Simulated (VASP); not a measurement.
# Si in VASP: further runs, part 2 of 2

VASP 6.6.1. The steps go on from the part before.

### Step 4. Relaxation of the atoms, PBE (z stretched by -2 %)

The input, INCAR:

```
  PREC = Accurate
  ENCUT = 450
  EDIFF = 1E-7
  ISMEAR = -1
  SIGMA = 0.02
  LREAL = F
  LASPH = T
  NELM = 120
  ALGO = Normal
  ISIF = 2
  LWAVE = F
  LCHARG = F
  GGA = PE
  IBRION = 2
  NSW = 80
  EDIFFG = -0.02
  GGA_COMPAT = F
  NELMIN = 4
```

The input, KPOINTS:

```
regular mesh
0
Gamma
  14 14 14
```

The input, POSCAR:

```
Si
1.0
    0.0000000000      2.7153500000      2.6610430000
    2.7153500000      0.0000000000      2.6610430000
    2.7153500000      2.7153500000      0.0000000000
Si
2
Direct
    0.0000000000      0.0000000000      0.0000000000
    0.2500000000      0.2500000000      0.2500000000
```

Potentials or basis: VASP PAW PBE potentials, release 64 (Si).

Started as:

```sh
> cat potpaw_PBE.64/Si/POTCAR > POTCAR
> mpirun -np 1 vasp_std > vasp.out
```

OUTCAR:

```text
PREC = Accurate
   ENCUT = 450
   EDIFF = 1E-7
   ISMEAR = -1
   LREAL = F
   LASPH = T
   NELM = 120
   ISIF = 2
   GGA = PE
   IBRION = 2
   NSW = 80
   EDIFFG = -0.02
   NELMIN = 4

 ion  position               nearest neighbor table
   1  0.000  0.000  0.000-   2 2.34   2 2.34   2 2.34   2 2.34
   2  0.250  0.250  0.250-   1 2.34   1 2.34   1 2.34   1 2.34

  LATTYP: Found a body centered tetragonal cell.
 ALAT       =     3.8400847966
 C/A-ratio  =     1.3859292911

  Lattice vectors:

 A1 = (   0.0000000000,  -2.7153500000,  -2.6610430000)
 A2 = (   0.0000000000,   2.7153500000,  -2.6610430000)
 A3 = (   2.7153500000,   0.0000000000,   2.6610430000)

Analysis of symmetry for initial positions (statically):
=====================================================================
 Subroutine PRICEL returns:
 Original cell was already a primitive cell.

 Routine SETGRP: Setting up the symmetry group for a
 body centered tetragonal supercell.

 Subroutine GETGRP returns: Found 16 space group operations
 (whereof  8 operations were pure point group operations)
 out of a pool of 16 trial point group operations.

The static configuration has the point symmetry D_2d.
 The point group associated with its full space group is D_4h.

Analysis of symmetry for dynamics (positions and initial velocities):
=====================================================================
 Subroutine PRICEL returns:
 Original cell was already a primitive cell.

 Routine SETGRP: Setting up the symmetry group for a
 body centered tetragonal supercell.

 Subroutine GETGRP returns: Found 16 space group operations
 (whereof  8 operations were pure point group operations)
 out of a pool of 16 trial point group operations.

The dynamic configuration has the point symmetry D_2d.
 The point group associated with its full space group is D_4h.

 Subroutine INISYM returns: Found 16 space group operations
 (whereof  8 operations are pure point group operations),
 and found     1 'primitive' translations

----------------------------------------------------------------------------------------

                                     Primitive cell

  volume of cell :      39.2404

  direct lattice vectors                    reciprocal lattice vectors
     0.000000000  2.715350000  2.661043000    -0.184138325  0.184138325  0.187896250
     2.715350000  0.000000000  2.661043000     0.184138325 -0.184138325  0.187896250
     2.715350000  2.715350000  0.000000000     0.184138325  0.184138325 -0.187896250

  length of vectors
     3.801877887  3.801877887  3.840084797     0.321121232  0.321121232  0.321121232

  position of ions in fractional coordinates (direct lattice)
     0.000000000  0.000000000  0.000000000
     0.250000000  0.250000000  0.250000000

  ion indices of the primitive-cell ions
   primitive index   ion index
                 1           1
                 2           2

----------------------------------------------------------------------------------------

 KPOINTS: regular mesh

[... 22 lines left out ...]
 Following reciprocal coordinates:
            Coordinates               Weight
  0.000000  0.000000  0.000000      1.000000
  0.071429 -0.000000  0.000000      8.000000
  0.142857 -0.000000  0.000000      8.000000
  0.214286 -0.000000  0.000000      8.000000
  0.285714 -0.000000  0.000000      8.000000
  0.357143 -0.000000  0.000000      8.000000
[... 16 lines left out ...]
  0.214286  0.142857  0.000000      8.000000
  0.285714  0.142857  0.000000      8.000000
 [... further k-points ...]
   k-points           NKPTS =    244   k-points in BZ     NKDIM =    244   number of bands    NBANDS=      8
   number of dos      NEDOS =    301   number of ions     NIONS =      2
   total plane-waves  NPLWV =  21952
   dimension x,y,z NGX =    28 NGY =   28 NGZ =   28
   dimension x,y,z NGXF=    56 NGYF=   56 NGZF=   56
   ions per type =               2
   NGX,Y,Z   is equivalent  to a cutoff of  12.24, 12.24, 12.12 a.u.
   NGXF,Y,Z  is equivalent  to a cutoff of  24.49, 24.49, 24.24 a.u.
 SYSTEM =  unknown system
   PREC   = accura    normal or accurate (medium, high low for compatibility)
   ISTART =      0    job   : 0-new  1-cont  2-samecut
   ICHARG =      2    charge: 1-file 2-atom 10-const
   ISPIN  =      1    spin polarized calculation?
   LNONCOLLINEAR =      F non collinear calculations
   LSORBIT =      F    spin-orbit coupling
   LASPH  =      T    aspherical Exc in radial PAW
   ENCUT  =  450.0 eV  33.07 Ry    5.75 a.u.   6.58  6.58  6.64*2*pi/ulx,y,z
   NELM   =    120;   NELMIN=  4; NELMDL= -5     # of ELM steps
   EDIFF  = 0.1E-06   stopping-criterion for ELM
   LREAL  =      F    real-space projection
   EDIFFG = -.2E-01   stopping-criterion for IOM
   NSW    =     80    number of steps for IOM
   IBRION =      2    ionic relax: 0-MD 1-quasi-New 2-CG
   NFREE  =      1    steps in history (QN), initial steepest desc. (CG)
   ISIF   =      2    stress and relaxation
   ISYM   =      2    0-nonsym 1-usesym 2-fastsym
   POTIM  = 0.5000    time-step for ionic-motion
   TEBEG  =    0.0;   TEEND  =   0.0 temperature during run
   PSTRESS=    0.0 pullay stress
   NELECT =       8.0000    total number of electrons
   NUPDOWN=      -1.0000    fix difference up-down
   EMIN   =  10.00;   EMAX   =-10.00  energy-range for DOS
   EFERMI =   0.00;   METHOD = LEGACY
   ISMEAR =    -1;   SIGMA  =   0.02  broadening in eV -4-tet -1-fermi 0-gaus
   EFERMI_NEDOS =   21; number of points for ismear=-14 and -15
   IALGO  =     38    algorithm
   IMIX   =      4    mixing-type and parameters
     AMIX     =   0.40;   BMIX     =  1.00
     AMIX_MAG =   1.60;   BMIX_MAG =  1.00
  volume/ion in A,a.u.               =      19.62       132.40
  Fermi-wavevector in a.u.,A,eV,Ry     =   0.963519  1.820787 12.631227  0.928369
  Thomas-Fermi vector in A             =   2.093071
   LORBIT       =      0    0 simple, 1 ext, 2 COOP (PROOUT), +10 PAW based schemes
   GGA     = PE    functional components
   LHFCALC =     F    Hartree Fock is set to
   AEXX    =    0.0000 exact exchange contribution
   IVDW    =     0    specifies the selected vdW correction
   LEPSILON=     F    determine dielectric tensor
   LRPA    =     F    only Hartree local field effects (RPA)
 conjugate gradient relaxation of ions
 non-spin polarized calculation
  energy-cutoff  :      450.00
  volume of cell :       39.24
 maximum number of plane-waves:       878
   NGX = 13   NGY = 13   NGZ = 13

 number of electron       8.0000001 magnetization

 Free energy of the ion-electron system (eV)
  ---------------------------------------------------
  ext. energy  EPLUGINS =         0.00000000
  ---------------------------------------------------
  free energy    TOTEN  =       -10.82695909 eV

  energy without entropy =      -10.82695896  energy(sigma->0) =      -10.82695902

 E-fermi :   6.2803     XC(G=0):  -9.4890

 val. band max:        6.1264131230   @ k =   0.0000   0.0000   0.0000
 cond. band min:       6.4481423778   @ k =   0.4286   0.4286   0.0000
 fundamental gap:      0.3217292548
 Fermi energy:         6.2803164753

 k-point     1 :       0.0000    0.0000    0.0000
  band No.  band energies     occupation
      1      -6.0650      2.00000
      2       5.9861      2.00000
      3       5.9861      2.00000
      4       6.1264      1.99909
      5       8.5594      0.00000
      6       8.6327      0.00000
      7       8.6327      0.00000
      8       9.6358      0.00000
[... 243 lines left out ...]
 k-point    24 :       0.2857    0.1429    0.0000
  band No.  band energies     occupation
      1      -5.0678      2.00000
      2       2.2586      2.00000
      3       4.4117      2.00000
      4       4.5027      2.00000
      5       8.0159      0.00000
      6      10.0327      0.00000
      7      10.6584      0.00000
      8      10.8040      0.00000

 [... further k-points ...]

------------------------ aborting loop because EDIFF is reached ----------------------------------------

  FORCE on cell =-STRESS in cart. coord.  units (eV):
  Direction    XX          YY          ZZ          XY          YZ          ZX
  --------------------------------------------------------------------------------------
  -------------------------------------------------------------------------------------
  Total        0.8195645      0.8195645      1.2805768      0.0000000      0.0000000      0.0000000
  in kB       33.4626392     33.4626392     52.2856726      0.0000000      0.0000000      0.0000000
  external PRESSURE =      39.7369837 kB  Pullay stress =       0.0000000 kB

 VOLUME and BASIS-vectors are now :
 -----------------------------------------------------------------------------
  energy-cutoff  :      450.00
  volume of cell :       39.24
      direct lattice vectors                 reciprocal lattice vectors
     0.000000000  2.715350000  2.661043000    -0.184138325  0.184138325  0.187896250
     2.715350000  0.000000000  2.661043000     0.184138325 -0.184138325  0.187896250
     2.715350000  2.715350000  0.000000000     0.184138325  0.184138325 -0.187896250

 POSITION                                       TOTAL-FORCE (eV/Angst)
 -----------------------------------------------------------------------------------
      0.00000      0.00000      0.00000         0.000000      0.000000      0.000000
      1.35767      1.35767      1.33052        -0.000000     -0.000000     -0.000000
 -----------------------------------------------------------------------------------
    total drift:                                0.000000      0.000000     -0.000000

  FREE ENERGIE OF THE ION-ELECTRON SYSTEM (eV)
  ---------------------------------------------------
  free  energy   TOTEN  =       -10.8269590856 eV

  energy  without entropy=      -10.8269589632  energy(sigma->0) =      -10.82695902

 reached required accuracy - stopping structural energy minimisation
```

OSZICAR:

```text
N       E                     dE             d eps       ncg     rms          rms(c)
DAV:   1     0.557048044608E+01    0.55705E+01   -0.30647E+03  3920   0.686E+02
DAV:   2    -0.107896444273E+02   -0.16360E+02   -0.15685E+02  5928   0.782E+01
DAV:   3    -0.110179333342E+02   -0.22829E+00   -0.22829E+00  4936   0.113E+01
DAV:   4    -0.110189968067E+02   -0.10635E-02   -0.10635E-02  6336   0.856E-01
DAV:   5    -0.110189982074E+02   -0.14007E-05   -0.14014E-05  5096   0.221E-02    0.501E+00
DAV:   6    -0.108855597354E+02    0.13344E+00   -0.89685E-02  4592   0.157E+00    0.307E+00
DAV:   7    -0.108257250603E+02    0.59835E-01   -0.16648E-01  5016   0.226E+00    0.210E-01
DAV:   8    -0.108267505621E+02   -0.10255E-02   -0.41529E-03  4472   0.488E-01    0.742E-02
DAV:   9    -0.108269338381E+02   -0.18328E-03   -0.17970E-04  6016   0.107E-01    0.591E-02
DAV:  10    -0.108269592112E+02   -0.25373E-04   -0.30405E-05  4552   0.415E-02    0.112E-02
DAV:  11    -0.108269587919E+02    0.41935E-06   -0.60615E-07  6376   0.537E-03    0.241E-03
DAV:  12    -0.108269590661E+02   -0.27421E-06   -0.53626E-07  4480   0.594E-03    0.131E-03
DAV:  13    -0.108269590856E+02   -0.19471E-07   -0.19444E-09  3016   0.410E-04
   1 F= -.10826959E+02 E0= -.10826959E+02  d E =-.108270E+02
```

CONTCAR:

```text
Si
   1.00000000000000
     0.0000000000000000    2.7153499999999999    2.6610429999999998
     2.7153499999999999    0.0000000000000000    2.6610429999999998
     2.7153499999999999    2.7153499999999999    0.0000000000000000
  Si
     2
Direct
     0.0000000000000000    0.0000000000000000    0.0000000000000000
     0.2500000000000000    0.2500000000000000    0.2500000000000000

  0.00000000E+00  0.00000000E+00  0.00000000E+00
  0.00000000E+00  0.00000000E+00  0.00000000E+00
```

Run time: 65 s. Hardware: 1 thread of Intel Xeon Platinum 8488C (Sapphire Rapids), shared host; peak memory 0.18 GiB.

Results:

```
Free energy             : -10.8270 eV
Pressure after relaxing : 4.0 GPa
Band gap on the k mesh  : 0.32 eV (least direct gap 2.43 eV)
```

Final structure:
```
Si
1.0
     0.00000    2.71535    2.66104
     2.71535    0.00000    2.66104
     2.71535    2.71535    0.00000
Si
2
Direct
  0.00000 0.00000 0.00000
  0.25000 0.25000 0.25000
```

Levels at points of the mesh, in eV from the valence-band top:
```tsv
k point	band 1	band 2	band 3	band 4	band 5	band 6	band 7	band 8
(0.00, 0.00, 0.00)	-12.19	-0.14	-0.14	0.00	2.43	2.51	2.51	3.51
(0.50, 0.00, 0.00)	-9.81	-7.16	-1.40	-1.21	1.50	3.16	3.34	7.67
(0.50, 0.50, 0.00)	-7.89	-7.89	-3.10	-3.10	0.47	0.47	10.17	10.17
(0.50, 0.00, 0.50)	-8.01	-8.01	-2.94	-2.94	0.63	0.63	10.13	10.13
```

Caveat: the cell differs from its parent crystal (z stretched by -2 %); semilocal functionals underestimate gaps, and a narrow one can read as zero. A k mesh can miss the band edges.

### Step 5. Summary

```tsv
cell	gap on the mesh (eV)	pressure (GPa)
atoms relaxed from a = 3.762 Å, angles 60.0°, 2 atoms	0.45	8.8
atoms relaxed from a = 3.859, b = 3.859, c = 3.840 Å, angles 60.2, 60.2, 59.7°, 2 atoms	0.54	1.0
atoms relaxed from a = 3.802, b = 3.802, c = 3.840 Å, angles 59.7, 59.7, 60.7°, 2 atoms	0.32	4.0
```

Alike in all rows: task relaxation of the atoms; level PBE; potentials or basis VASP PAW PBE potentials, release 64 (Si); no spin polarisation; k mesh 14 × 14 × 14; cutoff (eV) 450; smearing fermi-dirac 0.02 eV.

Caveats: semilocal functionals underestimate gaps, and a narrow one can read as zero; the relaxation stopped at its first step, so nothing moved (at least some runs).

Total energies depend on the potentials used, so only differences within one code and one set of settings carry meaning.
